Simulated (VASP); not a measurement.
# Ti3C (Immm) in VASP: further runs

Ti3C is run at these levels: PBE; tasks: single point, relaxation of cell and atoms.

Everything below comes from runs of VASP 6.6.1. Logs are shortened: lines on timing, memory, paths and dates and some standing lists are left out, and cuts for length are marked.

## 1. The cell of the first run

The structure is orthorhombic, space group Immm (No. 71). The conventional cell has a = 3.077 Å, b = 4.198 Å, c = 9.069 Å, α = 90.00°, β = 90.00°, γ = 90.00°. Ti (site symmetry mmm) has 2 C at 2.10 Å within 2.8 Å. Within 3.2 Å of Ti (site symmetry mm2) lie 2 C at 2.10 Å and 12 Ti at 2.86 to 3.10 Å. Within 2.8 Å of C (site symmetry mmm) lie 6 Ti at 2.10 Å.

## 2. Single point, PBE

INCAR reads:

```
SYSTEM = Ti3C
PREC     = Accurate       ! precision mode
ENCUT    = 520            ! plane-wave cutoff, eV
EDIFF    = 1E-6           ! SCF threshold, eV
ISMEAR   = 0              ! smearing method
SIGMA    = 0.2            ! smearing width, eV
LREAL    = .FALSE.        ! projectors in reciprocal space
LASPH    = .TRUE.         ! aspherical terms in the spheres
NELM     = 80             ! most SCF steps
ALGO     = Normal         ! electronic algorithm
ISIF     = 2              ! what is computed and relaxed
LWAVE    = .FALSE.        ! write WAVECAR
LCHARG   = .FALSE.        ! write CHGCAR
GGA      = PE             ! functional
NBANDS   = 28             ! bands
```

KPOINTS reads:

```
regular mesh
0
G
  8 8 8
  0 0 0
```

POSCAR reads:

```
Ti3C
1.0
   -1.5386505737      2.0991161525      4.5347040393
    1.5386505737     -2.0991161525      4.5347040393
    1.5386505737      2.0991161525     -4.5347040393
Ti C
3 1
Direct
    0.5000000000      0.0000000000      0.5000000000
    0.8421956995      0.3421956995      0.5000000000
    0.1578043005      0.6578043005      0.5000000000
    0.0000000000      0.0000000000      0.0000000000
```

Potentials or basis: VASP PAW PBE potentials, release 64 (Ti_sv, C).

On the command line:

```sh
cat potpaw_PBE.64/Ti_sv/POTCAR potpaw_PBE.64/C/POTCAR > POTCAR
mpirun -np 1 vasp_std > vasp.out
```

OUTCAR:

```text
SYSTEM = Ti3C
   PREC = Accurate
   ENCUT = 520
   EDIFF = 1E-6
   ISMEAR = 0
   LREAL = .FALSE.
   LASPH = .TRUE.
   NELM = 80
   ISIF = 2
   GGA = PE

 ion  position               nearest neighbor table
   1  0.500  0.000  0.500-   4 2.10   4 2.10
   2  0.842  0.342  0.500-   4 2.10   4 2.10   3 2.86
   3  0.158  0.658  0.500-   4 2.10   4 2.10   2 2.86
   4  0.000  0.000  0.000-   1 2.10   1 2.10   2 2.10   3 2.10   2 2.10   3 2.10

  LATTYP: Found a body centered orthorhombic cell.
 ALAT       =     3.0773011474
 B/A-ratio  =     1.3642578688
 C/A-ratio  =     2.9471954951

  Lattice vectors:

 A1 = (  -1.5386505737,   2.0991161525,   4.5347040393)
 A2 = (   1.5386505737,  -2.0991161525,   4.5347040393)
 A3 = (   1.5386505737,   2.0991161525,  -4.5347040393)

Analysis of symmetry for initial positions (statically):
=====================================================================
 Subroutine PRICEL returns:
 Original cell was already a primitive cell.

 Routine SETGRP: Setting up the symmetry group for a
 body centered orthorhombic supercell.

 Subroutine GETGRP returns: Found  8 space group operations
 (whereof  8 operations were pure point group operations)
 out of a pool of  8 trial point group operations.

The static configuration has the point symmetry D_2h.

Analysis of symmetry for dynamics (positions and initial velocities):
=====================================================================
 Subroutine PRICEL returns:
 Original cell was already a primitive cell.

 Routine SETGRP: Setting up the symmetry group for a
 body centered orthorhombic supercell.

 Subroutine GETGRP returns: Found  8 space group operations
 (whereof  8 operations were pure point group operations)
 out of a pool of  8 trial point group operations.

The dynamic configuration has the point symmetry D_2h.

 Subroutine INISYM returns: Found  8 space group operations
 (whereof  8 operations are pure point group operations),
 and found     1 'primitive' translations

----------------------------------------------------------------------------------------

                                     Primitive cell

  volume of cell :      58.5849

  direct lattice vectors                    reciprocal lattice vectors
    -1.538650574  2.099116153  4.534704039     0.000000000  0.238195490  0.110260779
     1.538650574 -2.099116153  4.534704039     0.324960071  0.000000000  0.110260779
     1.538650574  2.099116153 -4.534704039     0.324960071  0.238195490  0.000000000

  length of vectors
     5.228505994  5.228505994  5.228505994     0.262477677  0.343156651  0.402909592

  position of ions in fractional coordinates (direct lattice)
     0.500000000  0.000000000  0.500000000
     0.842195700  0.342195700  0.500000000
     0.157804300  0.657804300  0.500000000
     0.000000000  0.000000000  0.000000000

  ion indices of the primitive-cell ions
   primitive index   ion index
                 1           1
                 2           2
                 3           3
                 4           4

----------------------------------------------------------------------------------------

 KPOINTS: regular mesh

Automatic generation of k-mesh.
 Grid dimensions read from file:
 generate k-points for:    8    8    8

 Generating k-lattice:

  Cartesian coordinates                     Fractional coordinates (reciprocal lattice)
     0.000000000  0.029774436  0.013782597     0.125000000  0.000000000 -0.000000000
     0.040620009  0.000000000  0.013782597     0.000000000  0.125000000 -0.000000000
     0.040620009  0.029774436  0.000000000     0.000000000  0.000000000  0.125000000

  Length of vectors
     0.032809710  0.042894581  0.050363699

  Shift w.r.t. Gamma in fractional coordinates (k-lattice)
     0.000000000  0.000000000  0.000000000

 Subroutine IBZKPT returns following result:
 ===========================================

 Found     95 irreducible k-points:

 Following reciprocal coordinates:
            Coordinates               Weight
  0.000000  0.000000  0.000000      1.000000
  0.125000  0.000000 -0.000000      4.000000
  0.250000  0.000000 -0.000000      4.000000
  0.375000  0.000000 -0.000000      4.000000
  0.500000  0.000000 -0.000000      2.000000
  0.000000  0.125000 -0.000000      4.000000
[... 16 lines left out ...]
  0.125000  0.375000 -0.000000      8.000000
  0.250000  0.375000 -0.000000      8.000000
 [... further k-points ...]
   k-points           NKPTS =     95   k-points in BZ     NKDIM =     95   number of bands    NBANDS=     28
   number of dos      NEDOS =    301   number of ions     NIONS =      4
   total plane-waves  NPLWV =  64000
   dimension x,y,z NGX =    40 NGY =   40 NGZ =   40
   dimension x,y,z NGXF=    80 NGYF=   80 NGZF=   80
   ions per type =               3   1
   NGX,Y,Z   is equivalent  to a cutoff of  12.72, 12.72, 12.72 a.u.
   NGXF,Y,Z  is equivalent  to a cutoff of  25.44, 25.44, 25.44 a.u.
 SYSTEM =  Ti3C
   PREC   = accura    normal or accurate (medium, high low for compatibility)
   ISTART =      0    job   : 0-new  1-cont  2-samecut
   ICHARG =      2    charge: 1-file 2-atom 10-const
   ISPIN  =      1    spin polarized calculation?
   LNONCOLLINEAR =      F non collinear calculations
   LSORBIT =      F    spin-orbit coupling
   LASPH  =      T    aspherical Exc in radial PAW
   ENCUT  =  520.0 eV  38.22 Ry    6.18 a.u.   9.72  9.72  9.72*2*pi/ulx,y,z
   NELM   =     80;   NELMIN=  2; NELMDL= -5     # of ELM steps
   EDIFF  = 0.1E-05   stopping-criterion for ELM
   LREAL  =      F    real-space projection
   EDIFFG = 0.1E-04   stopping-criterion for IOM
   NSW    =      0    number of steps for IOM
   IBRION =     -1    ionic relax: 0-MD 1-quasi-New 2-CG
   NFREE  =      0    steps in history (QN), initial steepest desc. (CG)
   ISIF   =      2    stress and relaxation
   ISYM   =      2    0-nonsym 1-usesym 2-fastsym
   POTIM  = 0.5000    time-step for ionic-motion
   TEBEG  =    0.0;   TEEND  =   0.0 temperature during run
   PSTRESS=    0.0 pullay stress
   NELECT =      40.0000    total number of electrons
   NUPDOWN=      -1.0000    fix difference up-down
   EMIN   =  10.00;   EMAX   =-10.00  energy-range for DOS
   EFERMI =   0.00;   METHOD = LEGACY
   ISMEAR =     0;   SIGMA  =   0.20  broadening in eV -4-tet -1-fermi 0-gaus
   EFERMI_NEDOS =   21; number of points for ismear=-14 and -15
   IALGO  =     38    algorithm
   IMIX   =      4    mixing-type and parameters
     AMIX     =   0.40;   BMIX     =  1.00
     AMIX_MAG =   1.60;   BMIX_MAG =  1.00
  volume/ion in A,a.u.               =      14.65        98.84
  Fermi-wavevector in a.u.,A,eV,Ry     =   1.441561  2.724155 28.274241  2.078098
  Thomas-Fermi vector in A             =   2.560179
   LORBIT       =      0    0 simple, 1 ext, 2 COOP (PROOUT), +10 PAW based schemes
   GGA     = PE    functional components
   LHFCALC =     F    Hartree Fock is set to
   AEXX    =    0.0000 exact exchange contribution
   IVDW    =     0    specifies the selected vdW correction
   LEPSILON=     F    determine dielectric tensor
   LRPA    =     F    only Hartree local field effects (RPA)
 non-spin polarized calculation
 Gauss-broadening in eV      SIGMA  =   0.20
  energy-cutoff  :      520.00
  volume of cell :       58.58
 maximum number of plane-waves:      1594
   NGX = 19   NGY = 19   NGZ = 19

 number of electron      40.0000002 magnetization

 Free energy of the ion-electron system (eV)
  ---------------------------------------------------
  ext. energy  EPLUGINS =         0.00000000
  ---------------------------------------------------
  free energy    TOTEN  =       -34.45343497 eV

  energy without entropy =      -34.37352462  energy(sigma->0) =      -34.41347980

 E-fermi :   7.8821     XC(G=0): -11.5846

 val. band max:        7.8722275841   @ k =   0.5000   0.5000  -0.0000
 cond. band min:       7.8825703738   @ k =   0.3750   0.3750  -0.0000
 fundamental gap:      0.0103427897
 Fermi energy:         7.8820618992

 k-point     1 :       0.0000    0.0000    0.0000
  band No.  band energies     occupation
      1     -48.8189      2.00000
      2     -48.7239      2.00000
      3     -48.6960      2.00000
      4     -25.2075      2.00000
      5     -25.1513      2.00000
      6     -25.1123      2.00000
[... 20 lines left out ...]
     27      10.5891      0.00000
     28      10.9847      0.00000

 k-point     2 :       0.1250    0.0000   -0.0000
  band No.  band energies     occupation
      1     -48.8139      2.00000
      2     -48.7261      2.00000
      3     -48.6988      2.00000
      4     -25.2525      2.00000
      5     -25.1701      2.00000
      6     -25.0913      2.00000
[... 20 lines left out ...]
     27      10.7262      0.00000
     28      11.0332      0.00000

 k-point     3 :       0.2500    0.0000   -0.0000
  band No.  band energies     occupation
      1     -48.8002      2.00000
      2     -48.7315      2.00000
      3     -48.7071      2.00000
      4     -25.2960      2.00000
      5     -25.2008      2.00000
      6     -25.0285      2.00000
[... 20 lines left out ...]
     27      10.8830      0.00000
     28      10.9319      0.00000

 k-point     4 :       0.3750    0.0000   -0.0000
  band No.  band energies     occupation
      1     -48.7816      2.00000
      2     -48.7385      2.00000
      3     -48.7186      2.00000
      4     -25.3224      2.00000
      5     -25.1862      2.00000
      6     -25.0363      2.00000
[... 578 lines left out ...]
     27      10.8491      0.00000
     28      11.2862      0.00000

 k-point    23 :       0.1250    0.3750   -0.0000
  band No.  band energies     occupation
      1     -48.7586      2.00000
      2     -48.7225      2.00000
      3     -48.7033      2.00000
      4     -25.2430      2.00000
      5     -25.1606      2.00000
      6     -25.1028      2.00000
[... 20 lines left out ...]
     27      10.9348      0.00000
     28      11.3419      0.00000

 k-point    24 :       0.2500    0.3750   -0.0000
  band No.  band energies     occupation
      1     -48.7525      2.00000
      2     -48.7254      2.00000
      3     -48.7062      2.00000
      4     -25.2291      2.00000
      5     -25.2140      2.00000
      6     -25.1396      2.00000
[... 20 lines left out ...]
     27      11.0388      0.00000
     28      11.1091      0.00000

 [... further k-points ...]

------------------------ aborting loop because EDIFF is reached ----------------------------------------

  FORCE on cell =-STRESS in cart. coord.  units (eV):
  Direction    XX          YY          ZZ          XY          YZ          ZX
  --------------------------------------------------------------------------------------
  -------------------------------------------------------------------------------------
  Total        0.0801045     -0.0085311      0.1122205     -0.0000000      0.0000000      0.0000000
  in kB        2.1906957     -0.2333071      3.0690040     -0.0000000      0.0000000      0.0000000
  external PRESSURE =       1.6754642 kB  Pullay stress =       0.0000000 kB

 VOLUME and BASIS-vectors are now :
 -----------------------------------------------------------------------------
  energy-cutoff  :      520.00
  volume of cell :       58.58
      direct lattice vectors                 reciprocal lattice vectors
    -1.538650574  2.099116153  4.534704039     0.000000000  0.238195490  0.110260779
     1.538650574 -2.099116153  4.534704039     0.324960071  0.000000000  0.110260779
     1.538650574  2.099116153 -4.534704039     0.324960071  0.238195490  0.000000000

 POSITION                                       TOTAL-FORCE (eV/Angst)
 -----------------------------------------------------------------------------------
      0.00000      2.09912      0.00000        -0.000000     -0.000000     -0.000000
     -0.00000      2.09912      3.10351         0.000000      0.000000     -0.017677
      1.53865      0.00000      1.43119        -0.000000     -0.000000      0.017677
      0.00000      0.00000      0.00000        -0.000000     -0.000000      0.000000
 -----------------------------------------------------------------------------------
    total drift:                               -0.000000      0.000000     -0.000000

  FREE ENERGIE OF THE ION-ELECTRON SYSTEM (eV)
  ---------------------------------------------------
  free  energy   TOTEN  =       -34.4534349712 eV

  energy  without entropy=      -34.3735246246  energy(sigma->0) =      -34.41347980
```

Wall time 3.3 min (1 thread of Intel Xeon 6975P-C (Granite Rapids), shared host); peak memory 0.31 GiB.

What came out:

```
Free energy            : -34.4534 eV
Pressure               : 0.2 GPa
Largest force          : 0.018 eV/Å
Band gap on the k mesh : zero (bands 20 and 21 overlap by 0.99 eV)
```

Forces on the atoms (eV/Å):
```
Ti   0.000  0.000  0.000
Ti   0.000  0.000 -0.018
Ti   0.000  0.000  0.018
C    0.000  0.000  0.000
```

## 3. Single point, PBE

This run uses another cell than the first one: it holds 8 atoms, not 4.

INCAR reads:

```
SYSTEM = Ti3C
ALGO = Normal ; EDIFF = 1E-7
ENCUT = 520 ; GGA = PE
ISIF = 2 ; ISMEAR = 0
LASPH = .TRUE. ; LCHARG = .FALSE.
LREAL = .FALSE. ; LWAVE = .FALSE.
NBANDS = 50 ; NELM = 100
PREC = Accurate ; SIGMA = 0.2
```

KPOINTS reads:

```
k-points
0
G
  6 6 4
  0 0 0
```

POSCAR reads:

```
Ti3C
1.0
    0.0000000000      4.1900554666      0.0000000000
   -1.5406492432     -2.0950277333      4.5447369899
    6.1625969730      0.0000000000      0.0000000000
Ti C
6 2
Direct
    0.5000000000      0.0000000000      0.5000000000
    0.5000000000      0.0000000000      0.0000000000
    0.8426515482      0.6853030963      0.1713257741
    0.8426515482      0.6853030963      0.6713257741
    0.1573484518      0.3146969037      0.3286742259
    0.1573484518      0.3146969037      0.8286742259
    1.0000000000      0.0000000000      0.5000000000
    0.0000000000      1.0000000000      1.0000000000
```

Potentials or basis: VASP PAW PBE potentials, release 64 (Ti_sv, C).

On the command line:

```sh
cat potpaw_PBE.64/Ti_sv/POTCAR potpaw_PBE.64/C/POTCAR > POTCAR
mpirun -np 1 vasp_std > vasp.out
```

Run time: 4.1 min. Hardware: 1 thread of Intel Xeon 6975P-C (Granite Rapids), shared host; peak memory 0.35 GiB.

It converged, with:

```
Free energy            : -68.9084 eV
Pressure               : 0.1 GPa
Largest force          : 0.052 eV/Å
Band gap on the k mesh : zero (bands 40 and 41 overlap by 0.66 eV)
```

Forces on the atoms (eV/Å):
```
Ti   0.000  0.000  0.000
Ti   0.000  0.000  0.000
Ti   0.000  0.000 -0.052
Ti   0.000  0.000 -0.052
Ti   0.000  0.000  0.052
Ti   0.000  0.000  0.052
C    0.000  0.000  0.000
C    0.000  0.000  0.000
```

Stress tensor (GPa, compression positive):
```
0.04 0.00 0.00
0.00 0.23 0.00
0.00 0.00 0.06
```

Levels at points of the mesh, in eV from the Fermi level:
```csv
k point,band 36,band 37,band 38,band 39,band 40,band 41,band 42,band 43,band 44,band 45
"(0.00, 0.00, 0.00)",-1.06,-1.05,-0.79,-0.74,0.00,0.27,0.65,0.89,0.91,1.65
"(0.50, 0.00, 0.00)",-0.75,-0.56,-0.39,-0.37,-0.29,-0.01,0.54,0.67,0.76,1.05
"(0.00, 0.50, 0.00)",-1.46,-1.05,-0.79,-0.74,0.00,0.15,0.80,0.98,1.13,1.61
"(0.00, 0.00, 0.50)",-1.15,-0.60,-0.60,-0.11,-0.11,0.19,0.19,1.03,1.03,1.28
"(0.50, 0.00, 0.50)",-0.78,-0.61,-0.61,-0.08,-0.08,0.25,0.25,0.66,0.66,1.02
"(0.00, 0.50, 0.50)",-1.48,-0.73,-0.73,-0.45,-0.45,-0.45,-0.45,1.51,1.51,1.64
```

## 4. Relaxation of cell and atoms, PBE

This run uses another cell than the first one, of 13.21 Å³/atom.

INCAR reads:

```
PREC = Accurate
ENCUT = 600
EDIFF = 1E-7
ISMEAR = 0
SIGMA = 0.2
LREAL = False
LASPH = True
NELM = 60
ALGO = Normal
ISIF = 3
LWAVE = False
LCHARG = False
GGA = PE
IBRION = 2
NSW = 36
EDIFFG = -0.08
```

KPOINTS reads:

```
Automatic mesh
0
Gamma
  8 8 8
```

POSCAR reads:

```
Ti3C
1.0
   -1.4600000000      2.0650000000      4.3800000000
    1.4600000000     -2.0650000000      4.3800000000
    1.4600000000      2.0650000000     -4.3800000000
Ti C
3 1
Direct
    0.5000000000      0.0000000000      0.5000000000
    0.8330000000      0.3330000000      0.5000000000
    0.1670000000      0.6670000000      0.5000000000
    0.0000000000      0.0000000000      0.0000000000
```

On the command line:

```sh
cat potpaw_PBE.64/Ti_sv/POTCAR potpaw_PBE.64/C/POTCAR > POTCAR
mpirun -np 1 vasp_std > vasp.out
```

It took 12 min on 1 thread of Intel Xeon 6975P-C (Granite Rapids), shared host; peak memory 0.33 GiB.

Results (log left out):

| Property | Result |
| --- | --- |
| Free energy | -34.4501 eV |
| Relaxed volume | 14.64 Å³/atom |
| Relaxed cell | a = 5.226 Å, b = 5.226 Å, c = 5.226 Å, α = 145.70°, β = 132.73°, γ = 59.70° |
| Space group after relaxing (to 0.1 Å) | Immm (No. 71) |
| Energy gained by relaxing | 78.5 meV/atom |
| Ionic steps | 7 |
| Pressure after relaxing | 0.2 GPa |
| Band gap on the k mesh | zero (bands 20 and 21 overlap by 1.01 eV) |

Stress tensor (GPa, compression positive):
```
-0.13  0.00  0.00
 0.00  0.41  0.00
 0.00  0.00  0.38
```

Step by step:
```
step  energy change (eV)  largest force (eV/Å)  pressure (GPa)  volume (Å³)
   1              0.0000                0.5798           15.39        52.82
   2             -0.0576                1.2051          -11.87        63.11
   3             -0.2461                0.9408           -1.24        58.02
   4             -0.2986                0.1669           -0.07        58.28
   5             -0.2997                0.0288            0.16        58.32
   6             -0.3124                0.0105            0.17        58.48
   7             -0.3139                0.0012            0.22        58.55
```

Final structure:
```yaml
crystal:
  lattice:
    - [-1.54121, 2.09533, 4.53305]
    - [1.54121, -2.09533, 4.53305]
    - [1.54121, 2.09533, -4.53305]
  atoms:
    - { symbol: Ti, position: [0.50000, 0.00000, 0.50000] }
    - { symbol: Ti, position: [0.84214, 0.34214, 0.50000] }
    - { symbol: Ti, position: [0.15786, 0.65786, 0.50000] }
    - { symbol: C, position: [0.00000, 0.00000, 0.00000] }
```

Levels at points of the mesh, in eV from the Fermi level:
| k point | band 16 | band 17 | band 18 | band 19 | band 20 | band 21 | band 22 | band 23 | band 24 |
| --- | --- | --- | --- | --- | --- | --- | --- | --- | --- |
| (0.00, 0.00, 0.00) | -2.47 | -2.14 | -1.05 | -0.79 | 0.27 | 0.65 | 0.91 | 0.92 | 1.94 |
| (0.50, 0.00, 0.00) | -2.66 | -1.53 | -0.94 | -0.55 | -0.36 | 0.76 | 1.05 | 1.08 | 1.43 |
| (0.00, 0.50, 0.00) | -2.16 | -1.94 | -1.46 | -1.05 | -0.73 | 0.00 | 1.67 | 1.71 | 2.06 |
| (0.50, 0.50, 0.00) | -3.06 | -0.78 | -0.76 | -0.39 | -0.28 | -0.01 | 0.55 | 0.68 | 1.98 |
| (0.50, 0.50, 0.50) | -2.27 | -2.19 | -1.50 | -0.77 | 0.14 | 0.80 | 0.99 | 1.14 | 1.61 |

## 5. Summary

```csv
task,cell,k mesh,cutoff (eV),gap on the mesh (eV),pressure (GPa),largest force (eV/Å)
single point,"a = 5.229 Å, angles 145.8, 132.7, 59.7°, 4 atoms, atomic positions A",8 × 8 × 8,520,none,0.2,0.02
single point,"a = 4.190, b = 5.236, c = 6.163 Å, angles 107.1, 90.0, 113.6°, 8 atoms, atomic positions B",6 × 6 × 4,520,none,0.1,0.05
relaxation of cell and atoms,"relaxed from a = 5.058 Å, angles 146.4, 131.8, 60.0°, 4 atoms, atomic positions C",8 × 8 × 8,600,none,0.2,-
```

Alike in all rows: level PBE; potentials or basis VASP PAW PBE potentials, release 64 (Ti_sv, C); no spin polarisation; smearing gaussian 0.2 eV.

Total energies depend on the potentials used, so only differences within one code and one set of settings carry meaning.
